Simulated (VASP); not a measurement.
# Na12H5CN in VASP: a series of runs

Na12H5CN is run at these levels: PBE+D3(BJ); tasks: single point.

Program: VASP 6.6.1. These are calculated values, not measurements. Logs are shortened: lines on timing, memory, paths and dates and some standing lists are left out, and cuts for length are marked.

## 1. The cell of the first run

The cell holds a slab with vacuum, 19 atoms: a = 7.063 Å, b = 7.063 Å, c = 25.290 Å, α = 90.00°, β = 90.00°, γ = 109.47°.

## 2. Single point, PBE+D3(BJ)

Contents of INCAR:

```
PREC = Accurate
ENCUT = 520
EDIFF = 1E-7
ISMEAR = 0
SIGMA = 0.1
LREAL = Auto
LASPH = T
NELM = 60
ALGO = Normal
ISIF = 2
LWAVE = F
LCHARG = T
LDIPOL = T
IDIPOL = 3
DIPOL = 0.5 0.5 0.522
GGA = PE
IVDW = 12
LELF = T
LVHAR = T
LVACPOTAV = T
NBANDS = 64
```

Contents of KPOINTS:

```
Automatic mesh
0
Gamma
  3 3 1
```

Contents of POSCAR:

```
Na12H5CN
1.0
    7.0632143068      0.0000000000      0.0000000000
   -2.3544047689      6.6592623111      0.0000000000
    0.0000000000      0.0000000000     25.2898903319
Na C N H
12 1 1 5
Direct
    0.2500000000      0.2500000000      0.3163319372
    0.2500000000      0.7500000000      0.3163319372
    0.7500000000      0.2500000000      0.3163319372
    0.7500000000      0.7500000000      0.3163319372
    0.4949494235      0.5041868863      0.4324249093
    0.4990143839      0.0058824254      0.4328248389
   -0.0068474619      0.5002409960      0.4326083267
   -0.0025491559      0.0019554355      0.4325215224
    0.7406721479      0.7565652856      0.5484094321
    0.7450491673      0.2559889699      0.5504971484
    0.2401071792      0.7545267915      0.5469798377
    0.2450457054      0.2562065540      0.5485628334
    1.1768681559      0.6410438377      0.6847886684
    1.2502999179      0.8568742328      0.6739885948
    1.0385842301      0.6037155475      0.7083230407
    1.2888740972      0.6017257967      0.7083861086
    1.1427794465      0.5413596237      0.6494653192
    1.1493160628      0.9001084046      0.6522586422
    1.3826974578      0.8996864411      0.6533799884
```

Potentials or basis: VASP PAW PBE potentials, release 64 (Na_pv, C, N, H).

Run with:

```console
cat potpaw_PBE.64/Na_pv/POTCAR potpaw_PBE.64/C/POTCAR potpaw_PBE.64/N/POTCAR potpaw_PBE.64/H/POTCAR > POTCAR
mpirun -np 1 vasp_std > vasp.out
```

OUTCAR:

```text
PREC = Accurate
   ENCUT = 520
   EDIFF = 1E-7
   ISMEAR = 0
   LREAL = Auto
   LASPH = T
   NELM = 60
   ISIF = 2
   GGA = PE
   IVDW = 12
 IVDW          = 12

 ion  position               nearest neighbor table
   1  0.250  0.250  0.316-
   2  0.250  0.750  0.316-
   3  0.750  0.250  0.316-
   4  0.750  0.750  0.316-
   5  0.495  0.504  0.432-
   6  0.499  0.006  0.433-
   7  0.993  0.500  0.433-
   8  0.997  0.002  0.433-
   9  0.741  0.757  0.548-
  10  0.745  0.256  0.550-
  11  0.240  0.755  0.547-
  12  0.245  0.256  0.549-
  13  0.177  0.641  0.685-  16 1.10  15 1.10  17 1.11  14 1.46
  14  0.250  0.857  0.674-  19 1.02  18 1.02  13 1.46
  15  0.039  0.604  0.708-  13 1.10
  16  0.289  0.602  0.708-  13 1.10
  17  0.143  0.541  0.649-  13 1.11
  18  0.149  0.900  0.652-  14 1.02
  19  0.383  0.900  0.653-  14 1.02

  LATTYP: Found a base centered orthorhombic cell.
 ALAT       =     8.1558973628
 B/A-ratio  =     1.4142135624
 C/A-ratio  =     3.1008102735

  Lattice vectors:

 A1 = (   7.0632143068,   0.0000000000,   0.0000000000)
 A2 = (  -2.3544047689,   6.6592623111,   0.0000000000)
 A3 = (   0.0000000000,   0.0000000000,  25.2898903319)

Analysis of symmetry for initial positions (statically):
=====================================================================
 Subroutine PRICEL returns:
 Original cell was already a primitive cell.

 Routine SETGRP: Setting up the symmetry group for a
 base centered orthorhombic supercell.

 Subroutine GETGRP returns: Found  1 space group operations
 (whereof  1 operations were pure point group operations)
 out of a pool of  8 trial point group operations.

The static configuration has the point symmetry C_1 .

Analysis of symmetry for dynamics (positions and initial velocities):
=====================================================================
 Subroutine PRICEL returns:
 Original cell was already a primitive cell.

 Routine SETGRP: Setting up the symmetry group for a
 base centered orthorhombic supercell.

 Subroutine GETGRP returns: Found  1 space group operations
 (whereof  1 operations were pure point group operations)
 out of a pool of  8 trial point group operations.

The dynamic configuration has the point symmetry C_1 .

 Subroutine INISYM returns: Found  1 space group operations
 (whereof  1 operations are pure point group operations),
 and found     1 'primitive' translations

----------------------------------------------------------------------------------------

                                     Primitive cell

  volume of cell :    1189.5301

  direct lattice vectors                    reciprocal lattice vectors
     7.063214307  0.000000000  0.000000000     0.141578601  0.050055594  0.000000000
    -2.354404769  6.659262311  0.000000000     0.000000000  0.150166783  0.000000000
     0.000000000  0.000000000 25.289890332     0.000000000  0.000000000  0.039541492

  length of vectors
     7.063214307  7.063214307 25.289890332     0.150166783  0.150166783  0.039541492

  position of ions in fractional coordinates (direct lattice)
     0.250000000  0.250000000  0.316331937
     0.250000000  0.750000000  0.316331937
     0.750000000  0.250000000  0.316331937
     0.750000000  0.750000000  0.316331937
     0.494949424  0.504186886  0.432424909
     0.499014384  0.005882425  0.432824839
[... 11 lines left out ...]
     0.149316063  0.900108405  0.652258642
     0.382697458  0.899686441  0.653379988

  ion indices of the primitive-cell ions
   primitive index   ion index
                 1           1
                 2           2
                 3           3
                 4           4
                 5           5
                 6           6
[... 11 lines left out ...]
                18          18
                19          19

----------------------------------------------------------------------------------------

 KPOINTS: Automatic mesh

Automatic generation of k-mesh.
 Grid dimensions read from file:
 generate k-points for:    3    3    1

 Generating k-lattice:

  Cartesian coordinates                     Fractional coordinates (reciprocal lattice)
     0.047192867  0.016685198  0.000000000     0.333333333  0.000000000  0.000000000
     0.000000000  0.050055594  0.000000000     0.000000000  0.333333333  0.000000000
     0.000000000  0.000000000  0.039541492     0.000000000  0.000000000  1.000000000

  Length of vectors
     0.050055594  0.050055594  0.039541492

  Shift w.r.t. Gamma in fractional coordinates (k-lattice)
     0.000000000  0.000000000  0.000000000

 Subroutine IBZKPT returns following result:
 ===========================================

 Found      5 irreducible k-points:

 Following reciprocal coordinates:
            Coordinates               Weight
  0.000000  0.000000  0.000000      1.000000
  0.333333  0.000000  0.000000      2.000000
  0.000000  0.333333  0.000000      2.000000
  0.333333  0.333333  0.000000      2.000000
[... 43 lines left out ...]
   LORBIT       =      0    0 simple, 1 ext, 2 COOP (PROOUT), +10 PAW based schemes
   GGA     = PE    functional components
   LHFCALC =     F    Hartree Fock is set to
   AEXX    =    0.0000 exact exchange contribution
   IVDW    =    12    specifies the selected vdW correction
   LEPSILON=     F    determine dielectric tensor
   LRPA    =     F    only Hartree local field effects (RPA)
 non-spin polarized calculation
 Gauss-broadening in eV      SIGMA  =   0.10
  energy-cutoff  :      520.00
  volume of cell :     1189.53
 maximum number of plane-waves:     32083
 NGX is ok and might be reduce to    54
   NGX = 27   NGY = 27   NGZ = 95

 dipolmoment           0.000000      0.000000     -0.098743 electrons x Angstroem

 number of electron      98.0000001 magnetization

 dipolmoment           0.000000      0.000000      0.107360 electrons x Angstroem

 Free energy of the ion-electron system (eV)
  ---------------------------------------------------
  ext. energy  EPLUGINS =         0.00000000
  ---------------------------------------------------
  free energy    TOTEN  =       -50.14299239 eV

  energy without entropy =      -50.11646821  energy(sigma->0) =      -50.12973030

 E-fermi :  -1.5331     XC(G=0):  -3.3173

 val. band max:       -1.7549524250   @ k =   0.3333   0.0000   0.0000
 cond. band min:      -1.4726750690   @ k =  -0.3333   0.3333   0.0000
 fundamental gap:      0.2822773560
 Fermi energy:        -1.5331032424

 k-point     1 :       0.0000    0.0000    0.0000
  band No.  band energies     occupation
      1     -26.7344      2.00000
      2     -26.7314      2.00000
      3     -26.7265      2.00000
      4     -26.7265      2.00000
      5     -26.7263      2.00000
      6     -26.7246      2.00000
[... 53 lines left out ...]
     60       0.8854      0.00000
     61       0.9231      0.00000

 k-point     2 :       0.3333    0.0000    0.0000
  band No.  band energies     occupation
      1     -26.7327      2.00000
      2     -26.7271      2.00000
      3     -26.7263      2.00000
      4     -26.7254      2.00000
      5     -26.7217      2.00000
      6     -26.7214      2.00000
[... 53 lines left out ...]
     60       0.9235      0.00000
     61       1.1379      0.00000

 k-point     3 :       0.0000    0.3333    0.0000
  band No.  band energies     occupation
      1     -26.7281      2.00000
      2     -26.7273      2.00000
      3     -26.7259      2.00000
      4     -26.7251      2.00000
      5     -26.7232      2.00000
      6     -26.7220      2.00000
[... 53 lines left out ...]
     60       0.9069      0.00000
     61       1.1039      0.00000

 k-point     4 :       0.3333    0.3333    0.0000
  band No.  band energies     occupation
      1     -26.7258      2.00000
      2     -26.7249      2.00000
      3     -26.7218      2.00000
      4     -26.7209      2.00000
      5     -26.7207      2.00000
      6     -26.7195      2.00000
[... 53 lines left out ...]
     60       1.1739      0.00000
     61       1.4261      0.00000

 k-point     5 :      -0.3333    0.3333    0.0000
  band No.  band energies     occupation
      1     -26.7260      2.00000
      2     -26.7253      2.00000
      3     -26.7220      2.00000
      4     -26.7213      2.00000
      5     -26.7211      2.00000
      6     -26.7193      2.00000
[... 53 lines left out ...]
     60       1.0397      0.00000
     61       1.2140      0.00000
 [bands above 61 left out]

------------------------ aborting loop because EDIFF is reached ----------------------------------------

 Edisp (eV)   -1.65439

 E8    (eV) :    -0.7923

  FORCE on cell =-STRESS in cart. coord.  units (eV):
  Direction    XX          YY          ZZ          XY          YZ          ZX
  --------------------------------------------------------------------------------------
  -------------------------------------------------------------------------------------
  Total      -0.46381    -1.19919    -0.11253    -1.09874    -0.01368     0.03126
  in kB      -0.62470    -1.61519    -0.15157    -1.47990    -0.01843     0.04211
  external pressure =       -0.80 kB  Pullay stress =        0.00 kB

 VOLUME and BASIS-vectors are now :
 -----------------------------------------------------------------------------
  energy-cutoff  :      520.00
  volume of cell :     1189.53
      direct lattice vectors                 reciprocal lattice vectors
     7.063214307  0.000000000  0.000000000     0.141578601  0.050055594  0.000000000
    -2.354404769  6.659262311  0.000000000     0.000000000  0.150166783  0.000000000
     0.000000000  0.000000000 25.289890332     0.000000000  0.000000000  0.039541492

 POSITION                                       TOTAL-FORCE (eV/Angst)
 -----------------------------------------------------------------------------------
      1.17720      1.66482      8.00000        -0.000760     -0.000306     -0.004267
      0.00000      4.99445      8.00000        -0.000348      0.000333      0.003843
      4.70881      1.66482      8.00000        -0.001311     -0.001477     -0.003070
      3.53161      4.99445      8.00000        -0.001395      0.000239     -0.001056
      2.30887      3.35751     10.93598         0.000273      0.000276     -0.000317
      3.51080      0.03917     10.94609         0.000095     -0.000022     -0.000369
[... 11 lines left out ...]
     -1.06457      5.99406     16.49555         0.009027      0.009877      0.021005
      0.58485      5.99125     16.52391        -0.011778      0.007601      0.023724
 -----------------------------------------------------------------------------------
    total drift:                               -0.000571      0.006425      0.002321

  FREE ENERGIE OF THE ION-ELECTRON SYSTEM (eV)
  ---------------------------------------------------
  free  energy   TOTEN  =       -51.7973785468 eV

  energy  without entropy=      -51.7708543655  energy(sigma->0) =      -51.78411646

 vacuum level on the upper side and lower side of the slab         1.774         1.360
```

Run time: 19 min. Hardware: 1 thread of Intel Xeon Platinum 8259CL at 2.50GHz (Skylake/Cascade Lake), shared host; peak memory 1.2 GiB.

Results:

```yaml
Free_energy: -51.7974 eV
Largest_force: 0.067 eV/Å
Band_gap_on_the_k_mesh: zero (bands 49 and 50 overlap by 0.44 eV)
Dispersion_energy_per_atom: -0.087 eV
```

Forces on the atoms (eV/Å):
```
Na  -0.001  0.000 -0.004
Na   0.000  0.000  0.004
Na  -0.001 -0.001 -0.003
Na  -0.001  0.000 -0.001
Na   0.000  0.000  0.000
Na   0.000  0.000  0.000
Na   0.000  0.000  0.000
Na   0.000 -0.001  0.000
Na   0.000 -0.001  0.001
Na   0.001 -0.001  0.000
Na   0.000 -0.001  0.001
Na   0.001 -0.001  0.002
C    0.002  0.004  0.024
N    0.001  0.002 -0.067
H    0.001 -0.005  0.005
H    0.000 -0.006  0.004
H    0.000 -0.008 -0.010
H    0.009  0.010  0.021
H   -0.012  0.008  0.024
```

## 3. Single point, PBE+D3(BJ)

This run uses another cell than the first one.

Contents of INCAR:

```
ALGO = Normal
DIPOL = 0.5 0.5 0.508
EDIFF = 1E-7
ENCUT = 520
GGA = PE
IDIPOL = 3
ISIF = 2
ISMEAR = 0
IVDW = 12
LASPH = True
LCHARG = False
LDIPOL = True
LREAL = Auto
LWAVE = False
NBANDS = 64
NELM = 100
PREC = Accurate
SIGMA = 0.1
```

Contents of KPOINTS:

```
k-points
0
Gamma
  3 3 1
```

Contents of POSCAR:

```
Na12H5CN
1.0
    7.0632143068      0.0000000000      0.0000000000
   -2.3544047689      6.6592623111      0.0000000000
    0.0000000000      0.0000000000     25.9815903319
Na C N H
12 1 1 5
Direct
    0.2500000000      0.2500000000      0.3079103279
    0.2500000000      0.7500000000      0.3079103279
    0.7500000000      0.2500000000      0.3079103279
    0.7500000000      0.7500000000      0.3079103279
    0.5048977135      0.4942336980      0.4189756619
    0.4989038125     -0.0071649778      0.4222747229
    0.0061750287      0.5001659701      0.4230644954
    0.0008642339      0.0001877674      0.4182825327
    0.7603503945      0.7440145203      0.5290410206
    0.7483835263      0.2390557173      0.5354725264
    0.2642266746      0.7487226409      0.5398079889
    0.2506507733      0.2436774092      0.5297889035
    1.3587479814      0.6985266687      0.6667541200
    1.1928923790      0.7007272965      0.6325622543
    1.4822618833      0.8420992451      0.6630862562
    1.4165803412      0.5796758145      0.6539966505
    1.3168565676      0.6736554850      0.7077081369
    1.1349033347      0.8089800909      0.6440489507
    1.0765025923      0.5671780683      0.6350709909
```

Potentials or basis: VASP PAW PBE potentials, release 64 (Na_pv, C, N, H).

Run with:

```console
cat potpaw_PBE.64/Na_pv/POTCAR potpaw_PBE.64/C/POTCAR potpaw_PBE.64/N/POTCAR potpaw_PBE.64/H/POTCAR > POTCAR
mpirun -np 1 vasp_std > vasp.out
```

Wall time 19 min (1 thread of Intel Xeon Platinum 8259CL at 2.50GHz (Skylake/Cascade Lake), shared host); peak memory 1.2 GiB.

It converged, with:

| Quantity | Value |
| --- | --- |
| Free energy | -52.0864 eV |
| Largest force | 0.077 eV/Å |
| Band gap on the k mesh | zero (bands 49 and 50 overlap by 0.43 eV) |
| Dispersion energy per atom | -0.087 eV |

Forces in eV/Å, atoms in the order of the input:
```
Na   0.002  0.002 -0.019
Na   0.000 -0.002  0.001
Na   0.002  0.001  0.032
Na  -0.001 -0.002 -0.017
Na  -0.001  0.001  0.001
Na   0.002  0.000  0.000
Na   0.000  0.000 -0.001
Na   0.000 -0.001  0.001
Na   0.001  0.000  0.001
Na   0.001  0.000  0.001
Na   0.000  0.000 -0.002
Na   0.001  0.000  0.002
C    0.026  0.004 -0.019
N   -0.069 -0.010  0.032
H   -0.003 -0.008  0.002
H   -0.004  0.006  0.005
H    0.003 -0.002  0.017
H    0.021 -0.008 -0.022
H    0.018  0.020 -0.017
```

Levels at points of the mesh, in eV from the Fermi level:
```csv
k point,band 46,band 47,band 48,band 49,band 50,band 51,band 52,band 53
"(0.00, 0.00, 0.00)",-0.84,0.08,0.13,0.14,0.16,0.41,0.79,0.82
```

## 4. Single point, PBE+D3(BJ)

This run uses another cell than the first one.

Contents of INCAR:

```
SYSTEM = Na12H5CN
PREC = Accurate ; ENCUT = 520
EDIFF = 1E-6 ; ISMEAR = 0
SIGMA = 0.1 ; LREAL = Auto
LASPH = .True. ; NELM = 100
ALGO = Normal ; ISIF = 2
LWAVE = .False. ; LCHARG = .False.
LDIPOL = .True. ; IDIPOL = 3
DIPOL = 0.5 0.5 0.502 ; GGA = PE
IVDW = 12 ; NBANDS = 64
```

Contents of KPOINTS:

```
Automatic mesh
0
Gamma
  3 3 1
  0 0 0
```

Contents of POSCAR:

```
Na12H5CN
1.0
    7.0632143068      0.0000000000      0.0000000000
   -2.3544047689      6.6592623111      0.0000000000
    0.0000000000      0.0000000000     26.3380903319
Na C N H
12 1 1 5
Direct
    0.2500000000      0.2500000000      0.3037425986
    0.2500000000      0.7500000000      0.3037425986
    0.7500000000      0.2500000000      0.3037425986
    0.7500000000      0.7500000000      0.3037425986
    0.5045668234      0.4957454823      0.4106248277
    0.4945595258     -0.0055338582      0.4181376476
    0.0049190371      0.5038965102      0.4181403037
   -0.0033466648      0.0008069483      0.4134777573
    0.7332006505      0.7378191592      0.5211645813
    0.7553169126      0.2439399630      0.5299000170
    0.2394102802      0.7549189744      0.5357687880
    0.2607946310      0.2638902961      0.5202041723
    1.1261305408      0.6888641096      0.6611593246
    1.1864560380      0.8521864010      0.6232829060
    1.2397204335      0.6138477019      0.6623195283
    0.9838792184      0.5763337099      0.6490362237
    1.1063344526      0.7384945661      0.6998804112
    1.3177502945      0.9604761084      0.6340076966
    1.0814943921      0.9234690136      0.6215061711
```

Run with:

```console
cat potpaw_PBE.64/Na_pv/POTCAR potpaw_PBE.64/C/POTCAR potpaw_PBE.64/N/POTCAR potpaw_PBE.64/H/POTCAR > POTCAR
mpirun -np 1 vasp_std > vasp.out
```

It took 20 min on 1 thread of Intel Xeon Platinum 8259CL at 2.50GHz (Skylake/Cascade Lake), shared host; peak memory 1.2 GiB.

Results (log left out):

```yaml
Free_energy: -52.0861 eV
Largest_force: 0.063 eV/Å
Band_gap_on_the_k_mesh: zero (bands 49 and 50 overlap by 0.44 eV)
Dispersion_energy_per_atom: -0.087 eV
```

Forces on the atoms (eV/Å):
```
Na  -0.008 -0.007 -0.025
Na   0.003 -0.003  0.009
Na   0.003 -0.003  0.041
Na   0.003  0.009 -0.028
Na   0.001  0.000 -0.001
Na   0.001  0.000 -0.001
Na   0.000 -0.001 -0.001
Na   0.000 -0.001  0.001
Na   0.001  0.000  0.001
Na   0.000  0.000  0.000
Na   0.000  0.000 -0.001
Na   0.000 -0.001  0.001
C   -0.003 -0.013 -0.031
N   -0.009  0.041  0.046
H   -0.017  0.011 -0.007
H    0.020  0.018  0.005
H   -0.005  0.006  0.018
H   -0.018 -0.033 -0.019
H    0.028 -0.023 -0.008
```

Levels at points of the mesh, in eV from the Fermi level:
```csv
k point,band 46,band 47,band 48,band 49,band 50,band 51,band 52,band 53
"(0.00, 0.00, 0.00)",-0.85,0.08,0.13,0.16,0.17,0.41,0.80,0.82
```

## 5. Summary

| cell | gap on the mesh (eV) | largest force (eV/Å) |
| --- | --- | --- |
| a = 7.063, b = 7.063, c = 25.290 Å, angles 90.0, 90.0, 109.5°, 19 atoms, atomic positions A | none | 0.07 |
| a = 7.063, b = 7.063, c = 25.982 Å, angles 90.0, 90.0, 109.5°, 19 atoms, atomic positions B | none | 0.08 |
| a = 7.063, b = 7.063, c = 26.338 Å, angles 90.0, 90.0, 109.5°, 19 atoms, atomic positions C | none | 0.06 |

Alike in all rows: task single point; level PBE+D3(BJ); potentials or basis VASP PAW PBE potentials, release 64 (Na_pv, C, N, H); no spin polarisation; k mesh 3 × 3 × 1; cutoff (eV) 520; smearing gaussian 0.1 eV.

Absolute energies hang on the potentials; compare differences alone.
